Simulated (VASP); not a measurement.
CaO: single point with PBE

The system is CaO.

```
CELL_PARAMETERS angstrom
0.00000 2.41684 2.41684
2.41684 0.00000 2.41684
2.41684 2.41684 0.00000
ATOMIC_POSITIONS crystal
Ca 0.50000 0.50000 0.50000
O 0.00000 0.00000 0.00000
```

```
Program             : VASP 6.6.1
Task                : single point
Functional          : PBE
Potentials or basis : VASP PAW PBE potentials, release 64 (Ca_sv, O)
Cutoff              : 600 eV
k mesh              : 6 × 6 × 6
Occupations         : gaussian, width 0.1 eV
Spin                : no spin polarisation
```

```json
{"Pressure": "0.2 GPa", "Band gap on the k mesh": "3.64 eV, indirect (least direct gap 4.02 eV)"}
```

Levels at points of the mesh, in eV from the valence-band top:
```tsv
k point	band 6	band 7	band 8	band 9	band 10	band 11
(0.00, 0.00, 0.00)	0.00	0.00	0.00	4.58	6.18	6.18
(0.50, 0.00, 0.00)	-2.60	-1.17	-1.17	6.97	8.26	8.26
(0.50, 0.50, 0.00)	-1.31	-0.38	-0.38	3.64	7.92	8.80
```

It took 4.8 s on 1 thread of Intel(R) Xeon(R) 6975P-C (Granite Rapids), with other jobs on the host, peak memory 0.15 GiB.

A k mesh can miss the band edges. PBE gaps usually lie below the measured ones, often by a third to a half.
